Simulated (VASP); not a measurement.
# Mo (P6_3/mmc) in VASP: notebook

Runs on Mo. Level: r2SCAN. Tasks: single point.

All numbers are computed with VASP 6.6.1; they aren't measurements. Logs are shortened: lines on timing, memory, paths and dates and some standing lists are left out, and cuts for length are marked.

## Step 1: The cell of the first run

It takes space group P6_3/mmc (No. 194, hexagonal). Conventional cell: a = 2.714 Å, b = 2.714 Å, c = 9.591 Å, α = 90.00°, β = 90.00°, γ = 120.00°. Mo (site symmetry -3m) has 12 Mo at 2.71 to 2.86 Å within 3.6 Å. Within 3.6 Å of Mo (site symmetry -6m2) lie 12 Mo at 2.71 to 2.86 Å.

This isn't the form of Mo at room conditions, which is bcc.

## Step 2: Single point, r2SCAN (15.30 Å³/atom)

Contents of POSCAR:

```
Mo
1.0
    2.7143565988      0.0000000000      0.0000000000
   -1.3571782994      2.3507017695      0.0000000000
    0.0000000000      0.0000000000      9.5909751354
Mo
4
Direct
    1.0000000000      1.0000000000      1.0000000000
    1.0000000000      0.0000000000      0.5000000000
    0.3333333333      0.6666666667      0.2500000000
    0.6666666667      0.3333333333      0.7500000000
```

Contents of INCAR.step1:

```
PREC = Accurate
ENCUT = 520
ISMEAR = -1
SIGMA = 0.1
LREAL = F
LASPH = T
NELM = 100
NBANDS = 36
GGA = PE
ALGO = Normal
EDIFF = 1E-4
LWAVE = T
LCHARG = F
```

Contents of INCAR.step2:

```
PREC = Accurate
ENCUT = 520
EDIFF = 1E-6
ISMEAR = -1
SIGMA = 0.1
LREAL = F
LASPH = T
NELM = 100
ALGO = Normal
ISIF = 2
LWAVE = F
LCHARG = F
METAGGA = R2SCAN
LMIXTAU = T
NBANDS = 36
ISTART = 1
```

Contents of KPOINTS:

```
Automatic mesh
0
Gamma
  15 15 4
```

Potentials or basis: VASP PAW PBE potentials, release 64 (Mo_sv).

Run with:

```console
$ cat potpaw_PBE.64/Mo_sv/POTCAR > POTCAR
$ cp INCAR.step1 INCAR
$ mpirun -np 1 vasp_std > vasp.out
$ cp INCAR.step2 INCAR
$ mpirun -np 1 vasp_std > vasp.out
```

OUTCAR:

```text
PREC = Accurate
   ENCUT = 520
   EDIFF = 1E-6
   ISMEAR = -1
   LREAL = F
   LASPH = T
   NELM = 100
   ISIF = 2
   METAGGA = R2SCAN
   ISTART = 1

 ion  position               nearest neighbor table
   1  0.000  0.000  0.000-   3 2.86   4 2.86   4 2.86   3 2.86   4 2.86   3 2.86
   2  0.000  0.000  0.500-   3 2.86   4 2.86   4 2.86   3 2.86   4 2.86   3 2.86
   3  0.333  0.667  0.250-   1 2.86   2 2.86   1 2.86   2 2.86   1 2.86   2 2.86
   4  0.667  0.333  0.750-   1 2.86   2 2.86   1 2.86   2 2.86   1 2.86   2 2.86

  LATTYP: Found a hexagonal cell.
 ALAT       =     2.7143565988
 C/A-ratio  =     3.5334248785

  Lattice vectors:

 A1 = (   2.7143565988,   0.0000000000,   0.0000000000)
 A2 = (  -1.3571782994,   2.3507017695,   0.0000000000)
 A3 = (   0.0000000000,   0.0000000000,   9.5909751354)

Analysis of symmetry for initial positions (statically):
=====================================================================
 Subroutine PRICEL returns:
 Original cell was already a primitive cell.

 Routine SETGRP: Setting up the symmetry group for a
 hexagonal supercell.

 Subroutine GETGRP returns: Found 24 space group operations
 (whereof 12 operations were pure point group operations)
 out of a pool of 24 trial point group operations.

The static configuration has the point symmetry D_3d.
 The point group associated with its full space group is D_6h.

Analysis of symmetry for dynamics (positions and initial velocities):
=====================================================================
 Subroutine PRICEL returns:
 Original cell was already a primitive cell.

 Routine SETGRP: Setting up the symmetry group for a
 hexagonal supercell.

 Subroutine GETGRP returns: Found 24 space group operations
 (whereof 12 operations were pure point group operations)
 out of a pool of 24 trial point group operations.

The dynamic configuration has the point symmetry D_3d.
 The point group associated with its full space group is D_6h.

 Subroutine INISYM returns: Found 24 space group operations
 (whereof 12 operations are pure point group operations),
 and found     1 'primitive' translations

----------------------------------------------------------------------------------------

                                     Primitive cell

  volume of cell :      61.1966

  direct lattice vectors                    reciprocal lattice vectors
     2.714356599  0.000000000  0.000000000     0.368411431  0.212702439  0.000000000
    -1.357178299  2.350701770  0.000000000     0.000000000  0.425404878  0.000000000
     0.000000000  0.000000000  9.590975135     0.000000000  0.000000000  0.104264685

  length of vectors
     2.714356599  2.714356599  9.590975135     0.425404878  0.425404878  0.104264685

  position of ions in fractional coordinates (direct lattice)
     0.000000000  0.000000000  0.000000000
     0.000000000  0.000000000  0.500000000
     0.333333333  0.666666667  0.250000000
     0.666666667  0.333333333  0.750000000

  ion indices of the primitive-cell ions
   primitive index   ion index
                 1           1
                 2           2
                 3           3
                 4           4

----------------------------------------------------------------------------------------

 KPOINTS: Automatic mesh

Automatic generation of k-mesh.
 Grid dimensions read from file:
 generate k-points for:   15   15    4

 Generating k-lattice:

  Cartesian coordinates                     Fractional coordinates (reciprocal lattice)
     0.024560762  0.014180163  0.000000000     0.066666667 -0.000000000  0.000000000
     0.000000000  0.028360325  0.000000000     0.000000000  0.066666667  0.000000000
     0.000000000  0.000000000  0.026066171     0.000000000  0.000000000  0.250000000

  Length of vectors
     0.028360325  0.028360325  0.026066171

  Shift w.r.t. Gamma in fractional coordinates (k-lattice)
     0.000000000  0.000000000  0.000000000

 Subroutine IBZKPT returns following result:
 ===========================================

 Found     81 irreducible k-points:

 Following reciprocal coordinates:
            Coordinates               Weight
  0.000000  0.000000  0.000000      1.000000
  0.066667  0.000000  0.000000      6.000000
  0.133333  0.000000  0.000000      6.000000
  0.200000  0.000000  0.000000      6.000000
  0.266667  0.000000  0.000000      6.000000
  0.333333  0.000000  0.000000      6.000000
[... 16 lines left out ...]
  0.333333  0.200000  0.000000     12.000000
  0.400000  0.200000  0.000000      6.000000
 [... further k-points ...]
   k-points           NKPTS =     81   k-points in BZ     NKDIM =     81   number of bands    NBANDS=     36
   number of dos      NEDOS =    301   number of ions     NIONS =      4
   total plane-waves  NPLWV =  28800
   dimension x,y,z NGX =    20 NGY =   20 NGZ =   72
   dimension x,y,z NGXF=    40 NGYF=   40 NGZF=  144
   ions per type =               4
   NGX,Y,Z   is equivalent  to a cutoff of  12.25, 12.25, 12.48 a.u.
   NGXF,Y,Z  is equivalent  to a cutoff of  24.50, 24.50, 24.96 a.u.
 SYSTEM =  unknown system
   PREC   = accura    normal or accurate (medium, high low for compatibility)
   ISTART =      1    job   : 0-new  1-cont  2-samecut
   ICHARG =      0    charge: 1-file 2-atom 10-const
   ISPIN  =      1    spin polarized calculation?
   LNONCOLLINEAR =      F non collinear calculations
   LSORBIT =      F    spin-orbit coupling
   LASPH  =      T    aspherical Exc in radial PAW
   ENCUT  =  520.0 eV  38.22 Ry    6.18 a.u.   5.05  5.05 17.83*2*pi/ulx,y,z
   NELM   =    100;   NELMIN=  2; NELMDL=  0     # of ELM steps
   EDIFF  = 0.1E-05   stopping-criterion for ELM
   LREAL  =      F    real-space projection
   EDIFFG = 0.1E-04   stopping-criterion for IOM
   NSW    =      0    number of steps for IOM
   IBRION =     -1    ionic relax: 0-MD 1-quasi-New 2-CG
   NFREE  =      0    steps in history (QN), initial steepest desc. (CG)
   ISIF   =      2    stress and relaxation
   ISYM   =      2    0-nonsym 1-usesym 2-fastsym
   POTIM  = 0.5000    time-step for ionic-motion
   TEBEG  =    0.0;   TEEND  =   0.0 temperature during run
   PSTRESS=    0.0 pullay stress
   NELECT =      56.0000    total number of electrons
   NUPDOWN=      -1.0000    fix difference up-down
   EMIN   =  10.00;   EMAX   =-10.00  energy-range for DOS
   EFERMI =   0.00;   METHOD = LEGACY
   ISMEAR =    -1;   SIGMA  =   0.10  broadening in eV -4-tet -1-fermi 0-gaus
   EFERMI_NEDOS =   21; number of points for ismear=-14 and -15
   IALGO  =     38    algorithm
   IMIX   =      4    mixing-type and parameters
     AMIX     =   0.40;   BMIX     =  1.00
     AMIX_MAG =   1.60;   BMIX_MAG =  1.00
  volume/ion in A,a.u.               =      15.30       103.24
  Fermi-wavevector in a.u.,A,eV,Ry     =   1.589383  3.003498 34.370179  2.526137
  Thomas-Fermi vector in A             =   2.688240
   LORBIT       =      0    0 simple, 1 ext, 2 COOP (PROOUT), +10 PAW based schemes
   METAGGA = R2SCAN    functional components
   LHFCALC =     F    Hartree Fock is set to
   AEXX    =    0.0000 exact exchange contribution
   IVDW    =     0    specifies the selected vdW correction
   LEPSILON=     F    determine dielectric tensor
   LRPA    =     F    only Hartree local field effects (RPA)
 non-spin polarized calculation
  energy-cutoff  :      520.00
  volume of cell :       61.20
 maximum number of plane-waves:      1680
   NGX = 11   NGY = 11   NGZ = 35

 number of electron      56.0000010 magnetization

 Free energy of the ion-electron system (eV)
  ---------------------------------------------------
  ext. energy  EPLUGINS =         0.00000000
  ---------------------------------------------------
  free energy    TOTEN  =      -102.36269941 eV

  energy without entropy =     -102.21480488  energy(sigma->0) =     -102.28875214

 E-fermi :  12.6091     XC(G=0): -14.7434

 val. band max:       12.6080894272   @ k =   0.2667   0.0667   0.0000
 cond. band min:      12.6112506866   @ k =   0.4000   0.2000   0.2500
 fundamental gap:      0.0031612593
 Fermi energy:        12.6091047203

 k-point     1 :       0.0000    0.0000    0.0000
  band No.  band energies     occupation
      1     -50.1957      2.00000
      2     -50.1010      2.00000
      3     -50.0720      2.00000
      4     -49.9750      2.00000
      5     -24.1609      2.00000
      6     -23.5184      2.00000
[... 28 lines left out ...]
     35      15.2462      0.00000
     36      15.2462      0.00000

 k-point     2 :       0.0667    0.0000    0.0000
  band No.  band energies     occupation
      1     -50.1824      2.00000
      2     -50.0896      2.00000
      3     -50.0607      2.00000
      4     -49.9658      2.00000
      5     -24.1380      2.00000
      6     -23.5138      2.00000
[... 28 lines left out ...]
     35      15.2826      0.00000
     36      15.3665      0.00000

 k-point     3 :       0.1333    0.0000    0.0000
  band No.  band energies     occupation
      1     -50.1443      2.00000
      2     -50.0575      2.00000
      3     -50.0286      2.00000
      4     -49.9398      2.00000
      5     -24.0717      2.00000
      6     -23.5076      2.00000
[... 28 lines left out ...]
     35      15.2872      0.00000
     36      15.5585      0.00000
[... 742 lines left out ...]
 k-point    23 :       0.3333    0.2000    0.0000
  band No.  band energies     occupation
      1     -49.8396      2.00000
      2     -49.8214      2.00000
      3     -49.7922      2.00000
      4     -49.7739      2.00000
      5     -24.0817      2.00000
      6     -24.0265      2.00000
[... 28 lines left out ...]
     35      16.7974      0.00000
     36      16.9676      0.00000

 k-point    24 :       0.4000    0.2000    0.0000
  band No.  band energies     occupation
      1     -49.8235      2.00000
      2     -49.8118      2.00000
      3     -49.7826      2.00000
      4     -49.7708      2.00000
      5     -24.1167      2.00000
      6     -24.0527      2.00000
[... 28 lines left out ...]
     35      16.6029      0.00000
     36      16.7662      0.00000

 [... further k-points ...]

------------------------ aborting loop because EDIFF is reached ----------------------------------------

  FORCE on cell =-STRESS in cart. coord.  units (eV):
  Direction    XX          YY          ZZ          XY          YZ          ZX
  --------------------------------------------------------------------------------------
  -------------------------------------------------------------------------------------
  Total        5.0393542      5.0393542      3.9229438      0.0000000     -0.0000000     -0.0000000
  in kB      131.9344653    131.9344653    102.7059182      0.0000000     -0.0000000     -0.0000000
  external PRESSURE =     122.1916162 kB  Pullay stress =       0.0000000 kB

 VOLUME and BASIS-vectors are now :
 -----------------------------------------------------------------------------
  energy-cutoff  :      520.00
  volume of cell :       61.20
      direct lattice vectors                 reciprocal lattice vectors
     2.714356599  0.000000000  0.000000000     0.368411431  0.212702439  0.000000000
    -1.357178299  2.350701770  0.000000000     0.000000000  0.425404878  0.000000000
     0.000000000  0.000000000  9.590975135     0.000000000  0.000000000  0.104264685

 POSITION                                       TOTAL-FORCE (eV/Angst)
 -----------------------------------------------------------------------------------
      0.00000      0.00000      0.00000         0.000000      0.000000      0.000000
      0.00000      0.00000      4.79549         0.000000      0.000000      0.000000
     -0.00000      1.56713      2.39774         0.000000      0.000000      0.000000
      1.35718      0.78357      7.19323        -0.000000     -0.000000     -0.000000
 -----------------------------------------------------------------------------------
    total drift:                                0.000000     -0.000000      0.000000

  FREE ENERGIE OF THE ION-ELECTRON SYSTEM (eV)
  ---------------------------------------------------
  free  energy   TOTEN  =      -102.3626994066 eV

  energy  without entropy=     -102.2148048804  energy(sigma->0) =     -102.28875214
```

It took 4.4 min on 1 thread of Intel Xeon 6975P-C (Granite Rapids), shared host; peak memory 0.26 GiB.

What came out:

```
Free energy            : -102.3627 eV
Pressure               : 12.2 GPa
Band gap on the k mesh : zero (bands 28 and 29 overlap by 2.13 eV)
```

Stress tensor (GPa, compression positive):
```
13.19  0.00  0.00
 0.00 13.19  0.00
 0.00  0.00 10.27
```

Levels at points of the mesh, in eV from the Fermi level:
```
           k point  band 24  band 25  band 26  band 27  band 28  band 29  band 30  band 31  band 32  band 33
(0.00, 0.00, 0.00)    -0.87    -0.87    -0.73    -0.73    -0.48    -0.48    -0.31    -0.31     0.67     1.90
(0.00, 0.00, 0.50)    -0.76    -0.76    -0.76    -0.60    -0.60    -0.46    -0.46    -0.46    -0.46     2.21
```

Caveat: the cell stands under pressure; the PAW data sets were made with another functional, which shifts forces and pressure a little.

## Step 3: Single point, r2SCAN (15.94 Å³/atom)

This run uses another cell than the first one, of 15.94 Å³/atom.

Contents of POSCAR:

```
Mo
1.0
    2.7515441870      0.0000000000      0.0000000000
   -1.3757720935      2.3829071656      0.0000000000
    0.0000000000      0.0000000000      9.7223746847
Mo
4
Direct
    1.0000000000      1.0000000000      1.0000000000
    1.0000000000      0.0000000000      0.5000000000
    0.3333333333      0.6666666667      0.2500000000
    0.6666666667      0.3333333333      0.7500000000
```

Contents of INCAR.step1:

```
SYSTEM = Mo
ALGO     = Normal         ! electronic algorithm
EDIFF    = 1E-4           ! SCF threshold, eV
ENCUT    = 520            ! plane-wave cutoff, eV
GGA      = PE             ! functional
ISMEAR   = -1             ! smearing method
LASPH    = .TRUE.         ! aspherical terms in the spheres
LCHARG   = .FALSE.        ! write CHGCAR
LREAL    = .FALSE.        ! projectors in reciprocal space
LWAVE    = .TRUE.         ! write WAVECAR
NBANDS   = 36             ! bands
NELM     = 60             ! most SCF steps
PREC     = Accurate       ! precision mode
SIGMA    = 0.1            ! smearing width, eV
```

Contents of INCAR.step2:

```
SYSTEM = Mo
ALGO     = Normal         ! electronic algorithm
EDIFF    = 1E-6           ! SCF threshold, eV
ENCUT    = 520            ! plane-wave cutoff, eV
ISIF     = 2              ! what is computed and relaxed
ISMEAR   = -1             ! smearing method
ISTART   = 1            
LASPH    = .TRUE.         ! aspherical terms in the spheres
LCHARG   = .FALSE.        ! write CHGCAR
LMIXTAU  = .TRUE.       
LREAL    = .FALSE.        ! projectors in reciprocal space
LWAVE    = .FALSE.        ! write WAVECAR
METAGGA  = R2SCAN         ! meta-GGA
NBANDS   = 36             ! bands
NELM     = 60             ! most SCF steps
PREC     = Accurate       ! precision mode
SIGMA    = 0.1            ! smearing width, eV
```

Contents of KPOINTS:

```
k-points
0
G
  15 15 4
  0 0 0
```

Potentials or basis: VASP PAW PBE potentials, release 64 (Mo_sv).

Run with:

```console
$ cat potpaw_PBE.64/Mo_sv/POTCAR > POTCAR
$ cp INCAR.step1 INCAR
$ mpirun -np 1 vasp_std > vasp.out
$ cp INCAR.step2 INCAR
$ mpirun -np 1 vasp_std > vasp.out
```

It took 4.5 min on 1 thread of Intel Xeon 6975P-C (Granite Rapids), shared host; peak memory 0.26 GiB.

The run converged. Its results:

```yaml
Free_energy: -102.4654 eV
Pressure: 1.0 GPa
Band_gap_on_the_k_mesh: zero (bands 28 and 29 overlap by 2.06 eV)
```

Stress tensor (GPa, compression positive):
```
1.16 0.00 0.00
0.00 1.16 0.00
0.00 0.00 0.60
```

Levels at points of the mesh, in eV from the Fermi level:
```tsv
k point	band 25	band 26	band 27	band 28	band 29	band 30	band 31	band 32
(0.00, 0.00, 0.00)	-0.79	-0.66	-0.66	-0.43	-0.43	-0.27	-0.27	0.54
(0.00, 0.00, 0.50)	-0.69	-0.69	-0.67	-0.67	-0.41	-0.41	-0.41	-0.41
```

Caveat: the PAW data sets were made with another functional, which shifts forces and pressure a little.

[end of part 1 of 2]
